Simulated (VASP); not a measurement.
Wanted: the native input for a VASP 6.6.1 run.

| Quantity | Value |
| --- | --- |
| Task | relaxation of cell and atoms |
| Functional | PBE |
| Potentials or basis | VASP PAW PBE potentials, release 64 (K_sv, Er_3, C), 4f in core |
| Cutoff | 600 eV |
| k mesh | 6 × 6 × 6 |
| Occupations | gaussian, width 0.1 eV |
| Spin | no spin polarisation |
| Dipole correction | no |
| Further INCAR settings | ALGO = Normal; EDIFF = 1e-07; IBRION = 2; EDIFFG = -0.01; NSW = 100; ISIF = 3 |

The structure of K3ErC2 lies in POSCAR:

```
K3ErC2
1.0
    7.2942917990      0.0000000000      0.0000000000
   -3.6471458995      6.3170420005      0.0000000000
    0.0000000000      0.0000000000      5.8806345674
K Er C
3 1 2
Direct
    0.5000000000      0.0000000000      0.5000000000
    0.0000000000      0.5000000000      0.5000000000
    0.5000000000      0.5000000000      0.5000000000
    0.0000000000      0.0000000000      0.0000000000
    0.0000000000      0.0000000000      0.3919125096
    0.0000000000      0.0000000000      0.6080874904
```

The cell was generated, and may not be a known phase.

One way to write it, as run:

INCAR

```
ALGO     = Normal         # electronic algorithm
EDIFF    = 1E-7           # SCF threshold, eV
EDIFFG   = -0.01          # ionic threshold
ENCUT    = 600            # plane-wave cutoff, eV
GGA      = PE             # functional
GGA_COMPAT= False        
IBRION   = 2              # ionic algorithm
ISIF     = 3              # what is computed and relaxed
ISMEAR   = 0              # smearing method
LASPH    = True           # aspherical terms in the spheres
LCHARG   = False          # write CHGCAR
LMAXMIX  = 6              # l up to which the mixer works
LREAL    = False          # projectors in reciprocal space
LWAVE    = False          # write WAVECAR
NELM     = 200            # most SCF steps
NELMIN   = 4            
NSW      = 100            # ionic steps
PREC     = Accurate       # precision mode
SIGMA    = 0.1            # smearing width, eV
```

KPOINTS

```
k-points
0
Gamma
  6 6 6
```

Potentials or basis: VASP PAW PBE potentials, release 64 (K_sv, Er_3, C), 4f in core.

Command:

```bash
$ cat potpaw_PBE.64/K_sv/POTCAR potpaw_PBE.64/Er_3/POTCAR potpaw_PBE.64/C/POTCAR > POTCAR
$ mpirun -np 1 vasp_std > vasp.out
```

Results of the run:

```json
{
  "Relaxed volume": "47.79 Å³/atom",
  "Relaxed cell": "a = 7.488 Å, b = 7.488 Å, c = 5.906 Å, α = 90.00°, β = 90.00°, γ = 120.00°",
  "Space group after relaxing (to 0.1 Å)": "P6/mmm (No. 191)",
  "Energy gained by relaxing": "1.1 meV/atom",
  "Ionic steps": "14",
  "Pressure after relaxing": "0.0 GPa",
  "Band gap on the k mesh": "zero (bands 22 and 23 overlap by 0.72 eV)"
}
```

Caveat: spin-orbit coupling is left out, which moves the levels of the heavy elements; the 4f electrons are frozen in the core, so they carry no moment and show no levels.

Wall time 26 min on 1 thread of AMD EPYC 9R45 96-Core Processor (Zen 5), on a shared host, peak memory 0.6 GiB.
